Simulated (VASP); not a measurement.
# Cu (P6_3/mmc) in VASP: single point with LDA

Aim: the single point of Cu with LDA.

Everything below comes from runs of VASP 6.6.1. Logs are shortened: lines on timing, memory, paths and dates and some standing lists are left out, and cuts for length are marked.

**1. The cell of the first run**

Symmetry: P6_3/mmc, No. 194, hexagonal system. Conventional cell: a = 2.531 Å, b = 2.531 Å, c = 8.262 Å, α = 90.00°, β = 90.00°, γ = 120.00°. Within 3.3 Å of Cu (site symmetry -3m) lie 12 Cu at 2.53 Å. Within 3.3 Å of Cu (site symmetry -6m2) lie 12 Cu at 2.53 Å.

This isn't the form of Cu at room conditions, which is fcc.

**2. Single point, LDA**

INCAR reads:

```
PREC = Accurate
ENCUT = 520
EDIFF = 1E-6
ISMEAR = -1
SIGMA = 0.05
LREAL = F
LASPH = T
NELM = 80
ALGO = Normal
ISIF = 2
LWAVE = F
LCHARG = F
GGA = CA
NBANDS = 30
```

KPOINTS reads:

```
regular mesh
0
Gamma
  15 15 4
```

POSCAR reads:

```
Cu
1.0
    2.5307600000      0.0000000000      0.0000000000
   -1.2653800000      2.1917100000      0.0000000000
    0.0000000000      0.0000000000      8.2618200000
Cu
4
Direct
    0.0000000000      0.0000000000      0.0000000000
    0.3333333333      0.6666666667      0.2500000000
    0.0000000000      0.0000000000      0.5000000000
    0.6666666667      0.3333333333      0.7500000000
```

Potentials or basis: VASP PAW LDA potentials, release 64 (Cu).

The run is started by

```console
$ cat potpaw_LDA.64/Cu/POTCAR > POTCAR
$ mpirun -np 1 vasp_std > vasp.out
```

OUTCAR:

```text
PREC = Accurate
   ENCUT = 520
   EDIFF = 1E-6
   ISMEAR = -1
   LREAL = F
   LASPH = T
   NELM = 80
   ISIF = 2
   GGA = CA

 ion  position               nearest neighbor table
   1  0.000  0.000  0.000-   2 2.53   4 2.53   4 2.53   2 2.53   4 2.53   2 2.53
   2  0.333  0.667  0.250-   1 2.53   3 2.53   1 2.53   3 2.53   1 2.53   3 2.53
   3  0.000  0.000  0.500-   2 2.53   4 2.53   4 2.53   2 2.53   4 2.53   2 2.53
   4  0.667  0.333  0.750-   1 2.53   3 2.53   1 2.53   3 2.53   1 2.53   3 2.53

  LATTYP: Found a hexagonal cell.
 ALAT       =     2.5307600000
 C/A-ratio  =     3.2645608434

  Lattice vectors:

 A1 = (   2.5307600000,   0.0000000000,   0.0000000000)
 A2 = (  -1.2653800000,   2.1917100000,   0.0000000000)
 A3 = (   0.0000000000,   0.0000000000,   8.2618200000)

Analysis of symmetry for initial positions (statically):
=====================================================================
 Subroutine PRICEL returns:
 Original cell was already a primitive cell.

 Routine SETGRP: Setting up the symmetry group for a
 hexagonal supercell.

 Subroutine GETGRP returns: Found 24 space group operations
 (whereof 12 operations were pure point group operations)
 out of a pool of 24 trial point group operations.

The static configuration has the point symmetry D_3d.
 The point group associated with its full space group is D_6h.

Analysis of symmetry for dynamics (positions and initial velocities):
=====================================================================
 Subroutine PRICEL returns:
 Original cell was already a primitive cell.

 Routine SETGRP: Setting up the symmetry group for a
 hexagonal supercell.

 Subroutine GETGRP returns: Found 24 space group operations
 (whereof 12 operations were pure point group operations)
 out of a pool of 24 trial point group operations.

The dynamic configuration has the point symmetry D_3d.
 The point group associated with its full space group is D_6h.

 Subroutine INISYM returns: Found 24 space group operations
 (whereof 12 operations are pure point group operations),
 and found     1 'primitive' translations

----------------------------------------------------------------------------------------

                                     Primitive cell

  volume of cell :      45.8258

[... 88 lines left out ...]
   LSORBIT =      F    spin-orbit coupling
   LASPH  =      T    aspherical Exc in radial PAW
   ENCUT  =  520.0 eV  38.22 Ry    6.18 a.u.   4.71  4.71 15.36*2*pi/ulx,y,z
   NELM   =     80;   NELMIN=  2; NELMDL= -5     # of ELM steps
   EDIFF  = 0.1E-05   stopping-criterion for ELM
   LREAL  =      F    real-space projection
   EDIFFG = 0.1E-04   stopping-criterion for IOM
   NSW    =      0    number of steps for IOM
   IBRION =     -1    ionic relax: 0-MD 1-quasi-New 2-CG
   NFREE  =      0    steps in history (QN), initial steepest desc. (CG)
   ISIF   =      2    stress and relaxation
   ISYM   =      2    0-nonsym 1-usesym 2-fastsym
   POTIM  = 0.5000    time-step for ionic-motion
   TEBEG  =    0.0;   TEEND  =   0.0 temperature during run
   PSTRESS=    0.0 pullay stress
   NELECT =      44.0000    total number of electrons
   NUPDOWN=      -1.0000    fix difference up-down
   EMIN   =  10.00;   EMAX   =-10.00  energy-range for DOS
   EFERMI =   0.00;   METHOD = LEGACY
   ISMEAR =    -1;   SIGMA  =   0.05  broadening in eV -4-tet -1-fermi 0-gaus
   EFERMI_NEDOS =   21; number of points for ismear=-14 and -15
   IALGO  =     38    algorithm
   IMIX   =      4    mixing-type and parameters
     AMIX     =   0.40;   BMIX     =  1.00
     AMIX_MAG =   1.60;   BMIX_MAG =  1.00
  volume/ion in A,a.u.               =      11.46        77.31
  Fermi-wavevector in a.u.,A,eV,Ry     =   1.615062  3.052024 35.489769  2.608424
  Thomas-Fermi vector in A             =   2.709870
   LORBIT       =      0    0 simple, 1 ext, 2 COOP (PROOUT), +10 PAW based schemes
   GGA     = CA    functional components
   LHFCALC =     F    Hartree Fock is set to
   AEXX    =    0.0000 exact exchange contribution
   IVDW    =     0    specifies the selected vdW correction
   LEPSILON=     F    determine dielectric tensor
   LRPA    =     F    only Hartree local field effects (RPA)
 non-spin polarized calculation
  energy-cutoff  :      520.00
  volume of cell :       45.83
 maximum number of plane-waves:      1248
 NGX is ok and might be reduce to    20
   NGX =  9   NGY =  9   NGZ = 31

 number of electron      43.9999980 magnetization

 Free energy of the ion-electron system (eV)
  ---------------------------------------------------
  ext. energy  EPLUGINS =         0.00000000
  ---------------------------------------------------
  free energy    TOTEN  =       -18.77178542 eV

  energy without entropy =      -18.76247998  energy(sigma->0) =      -18.76713270

 E-fermi :   7.8353     XC(G=0): -13.2814

 val. band max:        7.8121070622   @ k =   0.2000   0.0667   0.5000
 cond. band min:       7.8546389859   @ k =   0.4000   0.0667   0.0000
 fundamental gap:      0.0425319238
 Fermi energy:         7.8353352411

 k-point     1 :       0.0000    0.0000    0.0000
  band No.  band energies     occupation
      1      -1.8569      2.00000
      2       0.3041      2.00000
      3       0.3048      2.00000
      4       2.4311      2.00000
      5       4.3009      2.00000
      6       4.3106      2.00000
[... 781 lines left out ...]
     29      17.4384      0.00000
     30      17.6308      0.00000

 [... further k-points ...]

------------------------ aborting loop because EDIFF is reached ----------------------------------------

  FORCE on cell =-STRESS in cart. coord.  units (eV):
  Direction    XX          YY          ZZ          XY          YZ          ZX
  --------------------------------------------------------------------------------------
  -------------------------------------------------------------------------------------
  Total       -2.3288029     -2.3288189     -1.7514645      0.0000000      0.0000000      0.0000000
  in kB      -81.4204559    -81.4210168    -61.2353411      0.0000000      0.0000000      0.0000000
  external PRESSURE =     -74.6922713 kB  Pullay stress =       0.0000000 kB

 VOLUME and BASIS-vectors are now :
 -----------------------------------------------------------------------------
  energy-cutoff  :      520.00
  volume of cell :       45.83
      direct lattice vectors                 reciprocal lattice vectors
     2.530760000  0.000000000  0.000000000     0.395138219  0.228132372  0.000000000
    -1.265380000  2.191710000  0.000000000     0.000000000  0.456264743  0.000000000
     0.000000000  0.000000000  8.261820000     0.000000000  0.000000000  0.121038706

 POSITION                                       TOTAL-FORCE (eV/Angst)
 -----------------------------------------------------------------------------------
      0.00000      0.00000      0.00000        -0.000000      0.000000      0.000000
     -0.00000      1.46114      2.06546         0.000000      0.000000      0.000000
      0.00000      0.00000      4.13091        -0.000000      0.000000      0.000000
      1.26538      0.73057      6.19637        -0.000000     -0.000000     -0.000000
 -----------------------------------------------------------------------------------
    total drift:                                0.000000     -0.000000      0.000000

  FREE ENERGIE OF THE ION-ELECTRON SYSTEM (eV)
  ---------------------------------------------------
  free  energy   TOTEN  =       -18.7717854211 eV

  energy  without entropy=      -18.7624799756  energy(sigma->0) =      -18.76713270
```

stdout:

```text
POSCAR found type information on POSCAR Cu
 POSCAR found :  1 types and       4 ions
 scaLAPACK will be used
 LDA part: xc-table for (Slater(with rela. corr.)+CA(PZ))
 , standard interpolation
 POSCAR, INCAR and KPOINTS ok, starting setup
 FFT: planning ... GRIDC
 FFT: planning ... GRID_SOFT
 FFT: planning ... GRID
 WAVECAR not read
 entering main loop
```

It took 77 s on 1 thread of Intel Xeon Platinum 8375C at 2.90GHz (Ice Lake), shared host; peak memory 0.19 GiB.

What came out:

```yaml
Free_energy: -18.7718 eV
Pressure: -7.5 GPa
Band_gap_on_the_k_mesh: zero (bands 22 and 23 overlap by 5.28 eV)
```

Stress tensor (GPa, compression positive):
```
-8.14  0.00  0.00
 0.00 -8.14  0.00
 0.00  0.00 -6.12
```

Levels at points of the mesh, in eV from the Fermi level:
| k point | band 20 | band 21 | band 22 | band 23 | band 24 | band 25 |
| --- | --- | --- | --- | --- | --- | --- |
| (0.00, 0.00, 0.00) | -2.14 | -2.14 | -1.84 | -1.84 | -1.17 | 3.77 |
| (0.00, 0.00, 0.50) | -2.44 | -1.97 | -1.97 | -1.97 | -1.97 | 6.95 |

Caveat: the cell stands under tension.
